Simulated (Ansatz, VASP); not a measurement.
Two plane-wave programs on Si3C

File INCAR:

```
ALGO     = Normal         # electronic algorithm
EDIFF    = 1E-7           # SCF threshold, eV
EDIFFG   = -0.01          # ionic threshold
ENCUT    = 600            # plane-wave cutoff, eV
GGA      = PE             # functional
IBRION   = 2              # ionic algorithm
ISIF     = 3              # what is computed and relaxed
ISMEAR   = 0              # smearing method
LASPH    = T              # aspherical terms in the spheres
LCHARG   = F              # write CHGCAR
LREAL    = F              # projectors in reciprocal space
LWAVE    = F              # write WAVECAR
NELM     = 60             # most SCF steps
NSW      = 100            # ionic steps
PREC     = Accurate       # precision mode
SIGMA    = 0.1            # smearing width, eV
```

File KPOINTS:

```
k-points
0
Gamma
  16 16 8
```

The input POSCAR:

```
Si3C
1.0
    2.7505193549      0.0000000000      0.0000000000
    0.0000000000      2.7505193549      0.0000000000
    0.0000000000      0.0000000000      6.1513006079
Si C
3 1
Direct
    0.0000000000      0.0000000000      0.8087788603
    0.5000000000      0.5000000000      0.5000000000
    0.0000000000      0.0000000000      0.1912211397
    0.5000000000      0.5000000000      0.0000000000
```

Input for Ansatz:

```yaml
crystal:
  lattice:
    - [2.7505193549, 0.0, 0.0]
    - [0.0, 2.7505193549, 0.0]
    - [0.0, 0.0, 6.1513006079]
  atoms:
    - { symbol: Si, position: [0.0, 0.0, 0.8087788603] }
    - { symbol: Si, position: [0.5, 0.5, 0.5] }
    - { symbol: Si, position: [0.0, 0.0, 0.1912211397] }
    - { symbol: C, position: [0.5, 0.5, 0.0] }
basis:
  ecutwfc: 420
kpoints:
  mp_grid: { grid: [16, 16, 8] }
hamiltonian:
  xc: pbe
scf:
  occupations: { method: gaussian, width: 0.1 }
output:
  forces: true
  stress: true
  eigenvalues: true
  write_density: true
  write_potential: true
  elf: true
  volumetric_format: npy
relax:
  adjacent_minimum: "off"
  f_tol: 0.01
  max_steps: 80
  cell: { stress_tol: 0.05 }
```

Alike in both runs: task relaxation of cell and atoms; functional PBE; k mesh 16 × 16 × 8; occupations gaussian, width 0.1 eV; no spin polarisation.

|  | VASP | Ansatz |
| --- | --- | --- |
| version | VASP 6.6.1 | Ansatz 0.2.0 |
| potentials or method | VASP PAW PBE potentials, release 64 (Si, C), cutoff 600 eV | scalar-relativistic, plane waves, PAW |
| valence electrons in the cell | 16 | 16 |

|  | VASP | Ansatz | Ansatz less VASP |
| --- | --- | --- | --- |
| gap on the k mesh at the Fermi level, each at its own relaxed structure (eV) | none | none | - |
| relaxed volume (Å³/atom) | 11.62 | 11.62 | +0.004 |
| relaxed cell length with the largest relative difference (Å) | 6.164 | 6.166 | +0.0023 |

A gap of «none» marks a metal or a gap that the smearing closes.

Noted on VASP's run: too few bands were computed for a metal, which touches its energy and stress.
